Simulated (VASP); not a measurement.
# Au (Fd-3m) in VASP: notebook

Runs on Au. Level: PBE. Tasks: single point, relaxation of cell and atoms.

Everything below comes from runs of VASP 6.6.1. Logs are shortened: lines on timing, memory, paths and dates and some standing lists are left out, and cuts for length are marked.

## (1) The cell of the first run

It takes space group Fd-3m (No. 227, cubic). Conventional cell: a = 5.494 Å, b = 5.494 Å, c = 5.494 Å, α = 90.00°, β = 90.00°, γ = 90.00°. Au (site symmetry -43m) has 4 Au at 2.38 Å within 3.1 Å.

This isn't the form of Au at room conditions, which is fcc.

## (2) Single point, PBE

Contents of INCAR:

```
SYSTEM = Au
PREC = Accurate ; ENCUT = 520
EDIFF = 1E-6 ; ISMEAR = 0
SIGMA = 0.1 ; LREAL = .False.
LASPH = .True. ; NELM = 100
ALGO = Normal ; ISIF = 2
LWAVE = .False. ; LCHARG = .True.
GGA = PE ; LELF = .True.
LVHAR = .True. ; NBANDS = 18
```

Contents of KPOINTS:

```
Automatic mesh
0
Gamma
  6 6 6
  0 0 0
```

Contents of POSCAR:

```
Au
1.0
    0.0000000000      2.7470280705      2.7470280705
    2.7470280705      0.0000000000      2.7470280705
    2.7470280705      2.7470280705      0.0000000000
Au
2
Direct
    0.5000000000      0.5000000000      0.5000000000
    0.7500000000      0.7500000000      0.7500000000
```

Potentials or basis: VASP PAW PBE potentials, release 64 (Au).

On the command line:

```bash
cat potpaw_PBE.64/Au/POTCAR > POTCAR
mpirun -np 1 vasp_std > vasp.out
```

OUTCAR:

```text
SYSTEM = Au
   PREC = Accurate
   ENCUT = 520
   EDIFF = 1E-6
   ISMEAR = 0
   LREAL = .False.
   LASPH = .True.
   NELM = 100
   ISIF = 2
   GGA = PE

 ion  position               nearest neighbor table
   1  0.500  0.500  0.500-   2 2.38   2 2.38   2 2.38   2 2.38
   2  0.750  0.750  0.750-   1 2.38   1 2.38   1 2.38   1 2.38

  LATTYP: Found a face centered cubic cell.
 ALAT       =     5.4940561410

  Lattice vectors:

 A1 = (   0.0000000000,   2.7470280705,   2.7470280705)
 A2 = (   2.7470280705,   0.0000000000,   2.7470280705)
 A3 = (   2.7470280705,   2.7470280705,   0.0000000000)

Analysis of symmetry for initial positions (statically):
=====================================================================
 Subroutine PRICEL returns:
 Original cell was already a primitive cell.

 Routine SETGRP: Setting up the symmetry group for a
 face centered cubic supercell.

 Subroutine GETGRP returns: Found 48 space group operations
 (whereof 24 operations were pure point group operations)
 out of a pool of 48 trial point group operations.

The static configuration has the point symmetry T_d .
 The point group associated with its full space group is O_h .

Analysis of symmetry for dynamics (positions and initial velocities):
=====================================================================
 Subroutine PRICEL returns:
 Original cell was already a primitive cell.

 Routine SETGRP: Setting up the symmetry group for a
 face centered cubic supercell.

 Subroutine GETGRP returns: Found 48 space group operations
 (whereof 24 operations were pure point group operations)
 out of a pool of 48 trial point group operations.

The dynamic configuration has the point symmetry T_d .
 The point group associated with its full space group is O_h .

 Subroutine INISYM returns: Found 48 space group operations
 (whereof 24 operations are pure point group operations),
 and found     1 'primitive' translations

----------------------------------------------------------------------------------------

                                     Primitive cell

  volume of cell :      41.4590

  direct lattice vectors                    reciprocal lattice vectors
     0.000000000  2.747028070  2.747028070    -0.182014886  0.182014886  0.182014886
     2.747028070  0.000000000  2.747028070     0.182014886 -0.182014886  0.182014886
     2.747028070  2.747028070  0.000000000     0.182014886  0.182014886 -0.182014886

  length of vectors
     3.884884354  3.884884354  3.884884354     0.315259030  0.315259030  0.315259030

  position of ions in fractional coordinates (direct lattice)
     0.500000000  0.500000000  0.500000000
     0.750000000  0.750000000  0.750000000

  ion indices of the primitive-cell ions
   primitive index   ion index
                 1           1
                 2           2

----------------------------------------------------------------------------------------

 KPOINTS: Automatic mesh

Automatic generation of k-mesh.
 Grid dimensions read from file:
 generate k-points for:    6    6    6

 Generating k-lattice:

  Cartesian coordinates                     Fractional coordinates (reciprocal lattice)
    -0.030335814  0.030335814  0.030335814     0.166666667  0.000000000  0.000000000
     0.030335814 -0.030335814  0.030335814     0.000000000  0.166666667  0.000000000
     0.030335814  0.030335814 -0.030335814     0.000000000  0.000000000  0.166666667

  Length of vectors
     0.052543172  0.052543172  0.052543172

  Shift w.r.t. Gamma in fractional coordinates (k-lattice)
     0.000000000  0.000000000  0.000000000

 Subroutine IBZKPT returns following result:
 ===========================================

 Found     16 irreducible k-points:

 Following reciprocal coordinates:
            Coordinates               Weight
  0.000000  0.000000  0.000000      1.000000
  0.166667  0.000000  0.000000      8.000000
  0.333333  0.000000  0.000000      8.000000
  0.500000  0.000000  0.000000      4.000000
  0.166667  0.166667  0.000000      6.000000
  0.333333  0.166667  0.000000     24.000000
[... 8 lines left out ...]
 -0.333333  0.333333  0.166667     24.000000
 -0.333333  0.500000  0.166667     12.000000
   k-points           NKPTS =     16   k-points in BZ     NKDIM =     16   number of bands    NBANDS=     18
   number of dos      NEDOS =    301   number of ions     NIONS =      2
   total plane-waves  NPLWV =  27000
   dimension x,y,z NGX =    30 NGY =   30 NGZ =   30
   dimension x,y,z NGXF=    60 NGYF=   60 NGZF=   60
   ions per type =               2
   NGX,Y,Z   is equivalent  to a cutoff of  12.84, 12.84, 12.84 a.u.
   NGXF,Y,Z  is equivalent  to a cutoff of  25.68, 25.68, 25.68 a.u.
 SYSTEM =  Au
   PREC   = accura    normal or accurate (medium, high low for compatibility)
   ISTART =      0    job   : 0-new  1-cont  2-samecut
   ICHARG =      2    charge: 1-file 2-atom 10-const
   ISPIN  =      1    spin polarized calculation?
   LNONCOLLINEAR =      F non collinear calculations
   LSORBIT =      F    spin-orbit coupling
   LASPH  =      T    aspherical Exc in radial PAW
   ENCUT  =  520.0 eV  38.22 Ry    6.18 a.u.   7.22  7.22  7.22*2*pi/ulx,y,z
   NELM   =    100;   NELMIN=  2; NELMDL= -5     # of ELM steps
   EDIFF  = 0.1E-05   stopping-criterion for ELM
   LREAL  =      F    real-space projection
[... 7 lines left out ...]
   TEBEG  =    0.0;   TEEND  =   0.0 temperature during run
   PSTRESS=    0.0 pullay stress
   NELECT =      22.0000    total number of electrons
   NUPDOWN=      -1.0000    fix difference up-down
   EMIN   =  10.00;   EMAX   =-10.00  energy-range for DOS
   EFERMI =   0.00;   METHOD = LEGACY
   ISMEAR =     0;   SIGMA  =   0.10  broadening in eV -4-tet -1-fermi 0-gaus
   EFERMI_NEDOS =   21; number of points for ismear=-14 and -15
   IALGO  =     38    algorithm
   IMIX   =      4    mixing-type and parameters
     AMIX     =   0.40;   BMIX     =  1.00
     AMIX_MAG =   1.60;   BMIX_MAG =  1.00
  volume/ion in A,a.u.               =      20.73       139.89
  Fermi-wavevector in a.u.,A,eV,Ry     =   1.325387  2.504618 23.900675  1.756650
  Thomas-Fermi vector in A             =   2.454851
   LORBIT       =      0    0 simple, 1 ext, 2 COOP (PROOUT), +10 PAW based schemes
   GGA     = PE    functional components
   LHFCALC =     F    Hartree Fock is set to
   AEXX    =    0.0000 exact exchange contribution
   IVDW    =     0    specifies the selected vdW correction
   LEPSILON=     F    determine dielectric tensor
   LRPA    =     F    only Hartree local field effects (RPA)
 non-spin polarized calculation
 Gauss-broadening in eV      SIGMA  =   0.10
  energy-cutoff  :      520.00
  volume of cell :       41.46
 maximum number of plane-waves:      1139
 NGX is ok and might be reduce to    30
   NGX = 15   NGY = 15   NGZ = 15

 number of electron      21.9999998 magnetization

 Free energy of the ion-electron system (eV)
  ---------------------------------------------------
  ext. energy  EPLUGINS =         0.00000000
  ---------------------------------------------------
  free energy    TOTEN  =        -3.23057311 eV

  energy without entropy =       -3.21983071  energy(sigma->0) =       -3.22520191

 E-fermi :   6.6337     XC(G=0): -11.1768

 val. band max:        6.5936612880   @ k =  -0.3333   0.3333   0.1667
 cond. band min:       7.1005732421   @ k =   0.5000   0.1667   0.0000
 fundamental gap:      0.5069119541
 Fermi energy:         6.6336555064

 k-point     1 :       0.0000    0.0000    0.0000
  band No.  band energies     occupation
      1      -1.6658      2.00000
      2       0.6034      2.00000
      3       0.6034      2.00000
      4       0.8007      2.00000
      5       0.8007      2.00000
      6       0.8007      2.00000
[... 10 lines left out ...]
     17      19.7199      0.00000
     18      19.7200      0.00000

 k-point     2 :       0.1667    0.0000    0.0000
  band No.  band energies     occupation
      1      -1.2261      2.00000
      2       0.3859      2.00000
      3       0.3859      2.00000
      4       0.7652      2.00000
      5       1.1438      2.00000
      6       1.1438      2.00000
[... 10 lines left out ...]
     17      20.1101      0.00000
     18      20.3109      0.00000

 k-point     3 :       0.3333    0.0000    0.0000
  band No.  band energies     occupation
      1      -0.2687      2.00000
      2       0.4092      2.00000
      3       0.4092      2.00000
      4       0.6967      2.00000
      5       1.2107      2.00000
      6       1.2107      2.00000
[... 10 lines left out ...]
     17      20.3030      0.00000
     18      20.3030      0.00000

 k-point     4 :       0.5000    0.0000    0.0000
  band No.  band energies     occupation
      1       0.2245      2.00000
      2       0.5953      2.00000
      3       0.5981      2.00000
      4       0.5981      2.00000
      5       0.9850      2.00000
      6       0.9850      2.00000
[... 10 lines left out ...]
     17      20.2864      0.00000
     18      20.2864      0.00000

 k-point     5 :       0.1667    0.1667    0.0000
  band No.  band energies     occupation
      1      -1.0632      2.00000
      2       0.0867      2.00000
      3       0.7640      2.00000
      4       0.7640      2.00000
      5       0.8837      2.00000
      6       1.4720      2.00000
[... 10 lines left out ...]
     17      21.1501      0.00000
     18      21.1501      0.00000

 k-point     6 :       0.3333    0.1667    0.0000
  band No.  band energies     occupation
      1      -0.2224      2.00000
      2      -0.0014      2.00000
      3       0.6547      2.00000
      4       0.6767      2.00000
      5       1.1751      2.00000
      6       1.7367      2.00000
[... 139 lines left out ...]
 k-point    13 :       0.5000    0.5000    0.0000
  band No.  band energies     occupation
      1       0.1685      2.00000
      2       0.1685      2.00000
      3       0.6016      2.00000
      4       0.6016      2.00000
      5       2.1649      2.00000
      6       2.1649      2.00000
[... 10 lines left out ...]
     17      26.8171      0.00000
     18      26.8176      0.00000

 k-point    14 :       0.5000    0.3333    0.1667
  band No.  band energies     occupation
      1      -0.0134      2.00000
      2       0.1938      2.00000
      3       0.5581      2.00000
      4       0.8256      2.00000
      5       1.4269      2.00000
      6       2.1253      2.00000
[... 10 lines left out ...]
     17      20.8750      0.00000
     18      23.4317      0.00000

 k-point    15 :      -0.3333    0.3333    0.1667
  band No.  band energies     occupation
      1      -0.0395      2.00000
      2       0.1073      2.00000
      3       0.8204      2.00000
      4       0.8216      2.00000
      5       1.6714      2.00000
      6       1.9939      2.00000
[... 10 lines left out ...]
     17      21.9070      0.00000
     18      22.1947      0.00000

 k-point    16 :      -0.3333    0.5000    0.1667
  band No.  band energies     occupation
      1      -0.0071      2.00000
      2      -0.0071      2.00000
      3       0.8486      2.00000
      4       0.8486      2.00000
      5       2.2214      2.00000
      6       2.2214      2.00000
[... 10 lines left out ...]
     17      22.9639      0.00000
     18      22.9639      0.00000

------------------------ aborting loop because EDIFF is reached ----------------------------------------

  FORCE on cell =-STRESS in cart. coord.  units (eV):
  Direction    XX          YY          ZZ          XY          YZ          ZX
  --------------------------------------------------------------------------------------
  -------------------------------------------------------------------------------------
  Total       12.4233265     12.4233265     12.4233265      0.0000000      0.0000000      0.0000000
  in kB      480.0972214    480.0972214    480.0972214      0.0000000      0.0000000      0.0000000
  external PRESSURE =     480.0972214 kB  Pullay stress =       0.0000000 kB

 VOLUME and BASIS-vectors are now :
 -----------------------------------------------------------------------------
  energy-cutoff  :      520.00
  volume of cell :       41.46
      direct lattice vectors                 reciprocal lattice vectors
     0.000000000  2.747028070  2.747028070    -0.182014886  0.182014886  0.182014886
     2.747028070  0.000000000  2.747028070     0.182014886 -0.182014886  0.182014886
     2.747028070  2.747028070  0.000000000     0.182014886  0.182014886 -0.182014886

 POSITION                                       TOTAL-FORCE (eV/Angst)
 -----------------------------------------------------------------------------------
      2.74703      2.74703      2.74703        -0.000000     -0.000000     -0.000000
      4.12054      4.12054      4.12054         0.000000      0.000000      0.000000
 -----------------------------------------------------------------------------------
    total drift:                                0.000000     -0.000000     -0.000000

  FREE ENERGIE OF THE ION-ELECTRON SYSTEM (eV)
  ---------------------------------------------------
  free  energy   TOTEN  =        -3.2305731055 eV

  energy  without entropy=       -3.2198307141  energy(sigma->0) =       -3.22520191
```

It took 20 s on 1 thread of Intel Xeon 8259CL, shared host; peak memory 0.17 GiB.

What came out:

```yaml
Free_energy: -3.2306 eV
Pressure: 48.0 GPa
Band_gap_on_the_k_mesh: zero (bands 11 and 12 overlap by 0.66 eV)
```

Caveat: the cell stands under pressure; spin-orbit coupling is left out, which moves the levels of the heavy elements.

## (3) Single point, PBE

This run uses another cell than the first one, of 29.27 Å³/atom.

Contents of INCAR:

```
SYSTEM = Au
ALGO = Normal ; EDIFF = 1E-6
ENCUT = 520 ; GGA = PE
ISIF = 2 ; ISMEAR = 0
LASPH = .TRUE. ; LCHARG = .TRUE.
LELF = .TRUE. ; LREAL = .FALSE.
LVHAR = .TRUE. ; LWAVE = .FALSE.
NBANDS = 18 ; NELM = 80
PREC = Accurate ; SIGMA = 0.1
```

Contents of KPOINTS:

```
k-points
0
G
  6 6 6
  0 0 0
```

Contents of POSCAR:

```
Au
1.0
    0.0000000000      3.0818795769      3.0818795769
    3.0818795769      0.0000000000      3.0818795769
    3.0818795769      3.0818795769      0.0000000000
Au
2
Direct
    0.5000000000      0.5000000000      0.5000000000
    0.7500000000      0.7500000000      0.7500000000
```

Potentials or basis: VASP PAW PBE potentials, release 64 (Au).

On the command line:

```bash
cat potpaw_PBE.64/Au/POTCAR > POTCAR
mpirun -np 1 vasp_std > vasp.out
```

OUTCAR:

```text
SYSTEM = Au
   EDIFF = 1E-6
   ENCUT = 520
   GGA = PE
   ISIF = 2
   ISMEAR = 0
   LASPH = .TRUE.
   LREAL = .FALSE.
   NELM = 80
   PREC = Accurate

 ion  position               nearest neighbor table
   1  0.500  0.500  0.500-   2 2.67   2 2.67   2 2.67   2 2.67
   2  0.750  0.750  0.750-   1 2.67   1 2.67   1 2.67   1 2.67

  LATTYP: Found a face centered cubic cell.
 ALAT       =     6.1637591538

  Lattice vectors:

 A1 = (   0.0000000000,   3.0818795769,   3.0818795769)
 A2 = (   3.0818795769,   0.0000000000,   3.0818795769)
 A3 = (   3.0818795769,   3.0818795769,   0.0000000000)

Analysis of symmetry for initial positions (statically):
=====================================================================
 Subroutine PRICEL returns:
 Original cell was already a primitive cell.

 Routine SETGRP: Setting up the symmetry group for a
 face centered cubic supercell.

 Subroutine GETGRP returns: Found 48 space group operations
 (whereof 24 operations were pure point group operations)
 out of a pool of 48 trial point group operations.

The static configuration has the point symmetry T_d .
 The point group associated with its full space group is O_h .
[... 150 lines left out ...]

  energy without entropy =       -4.99793874  energy(sigma->0) =       -5.00232126

 E-fermi :   2.9896     XC(G=0):  -9.2849

 val. band max:        2.4835537324   @ k =  -0.3333   0.3333   0.1667
 cond. band min:       3.0196218122   @ k =  -0.3333   0.5000   0.1667
 fundamental gap:      0.5360680797
 Fermi energy:         2.9895563980

 k-point     1 :       0.0000    0.0000    0.0000
  band No.  band energies     occupation
      1      -3.1007      2.00000
      2      -1.2273      2.00000
      3      -1.2273      2.00000
      4      -1.2273      2.00000
      5      -1.2241      2.00000
      6      -1.2241      2.00000
[... 313 lines left out ...]
      5      -0.2864      2.00000
      6      -0.2864      2.00000
[... 10 lines left out ...]
     17      16.3290      0.00000
     18      16.3290      0.00000

------------------------ aborting loop because EDIFF is reached ----------------------------------------

  FORCE on cell =-STRESS in cart. coord.  units (eV):
  Direction    XX          YY          ZZ          XY          YZ          ZX
  --------------------------------------------------------------------------------------
  -------------------------------------------------------------------------------------
  Total        0.0440298      0.0440298      0.0440298      0.0000000      0.0000000      0.0000000
  in kB        1.2049803      1.2049803      1.2049803      0.0000000      0.0000000      0.0000000
  external PRESSURE =       1.2049803 kB  Pullay stress =       0.0000000 kB

 VOLUME and BASIS-vectors are now :
 -----------------------------------------------------------------------------
  energy-cutoff  :      520.00
  volume of cell :       58.54
      direct lattice vectors                 reciprocal lattice vectors
     0.000000000  3.081879577  3.081879577    -0.162238656  0.162238656  0.162238656
     3.081879577  0.000000000  3.081879577     0.162238656 -0.162238656  0.162238656
     3.081879577  3.081879577  0.000000000     0.162238656  0.162238656 -0.162238656

 POSITION                                       TOTAL-FORCE (eV/Angst)
 -----------------------------------------------------------------------------------
      3.08188      3.08188      3.08188         0.000000      0.000000      0.000000
      4.62282      4.62282      4.62282        -0.000000     -0.000000     -0.000000
 -----------------------------------------------------------------------------------
    total drift:                               -0.000000     -0.000000      0.000000

  FREE ENERGIE OF THE ION-ELECTRON SYSTEM (eV)
  ---------------------------------------------------
  free  energy   TOTEN  =        -5.0067037761 eV

  energy  without entropy=       -4.9979387385  energy(sigma->0) =       -5.00232126
```

OSZICAR:

```text
N       E                     dE             d eps       ncg     rms          rms(c)
DAV:   1     0.119005063815E+03    0.11901E+03   -0.10627E+04   576   0.110E+03
DAV:   2    -0.296791161652E+01   -0.12197E+03   -0.11576E+03   622   0.229E+02
DAV:   3    -0.537151598457E+01   -0.24036E+01   -0.23847E+01   712   0.327E+01
DAV:   4    -0.538578876484E+01   -0.14273E-01   -0.14271E-01   632   0.263E+00
DAV:   5    -0.538602075620E+01   -0.23199E-03   -0.23199E-03   680   0.356E-01    0.804E+00
DAV:   6    -0.502014344316E+01    0.36588E+00   -0.11812E+00   610   0.812E+00    0.598E+00
DAV:   7    -0.501020008215E+01    0.99434E-02   -0.15066E-02   622   0.882E-01    0.329E+00
DAV:   8    -0.500666653787E+01    0.35335E-02   -0.17042E-03   604   0.289E-01    0.457E-02
DAV:   9    -0.500669191089E+01   -0.25373E-04   -0.35281E-05   692   0.405E-02    0.217E-02
DAV:  10    -0.500670379052E+01   -0.11880E-04   -0.94078E-06   622   0.225E-02    0.253E-03
DAV:  11    -0.500670377610E+01    0.14419E-07   -0.12028E-07   402   0.244E-03
   1 F= -.50067038E+01 E0= -.50023213E+01  d E =-.876504E-02
```

Run time: 16 s. Hardware: 1 thread of Intel Xeon 8259CL, shared host; peak memory 0.17 GiB.

Results:

- Free energy: -5.0067 eV
- Pressure: 0.1 GPa
- Band gap on the k mesh: zero (bands 11 and 12 overlap by 0.64 eV)

Levels at points of the mesh, in eV from the Fermi level:
```csv
k point,band 9,band 10,band 11,band 12,band 13,band 14
"(0.00, 0.00, 0.00)",-2.45,-1.48,-1.48,8.21,9.22,9.22
"(0.50, 0.00, 0.00)",-1.61,-1.61,-0.96,-0.60,6.48,6.48
"(0.50, 0.50, 0.00)",-1.45,-1.45,0.03,0.03,3.54,3.54
```

Caveat: spin-orbit coupling is left out, which moves the levels of the heavy elements.

(Part 1 of 2 ends here.)

The gap in the log of VASP goes by the Fermi energy; the results here count the filled bands.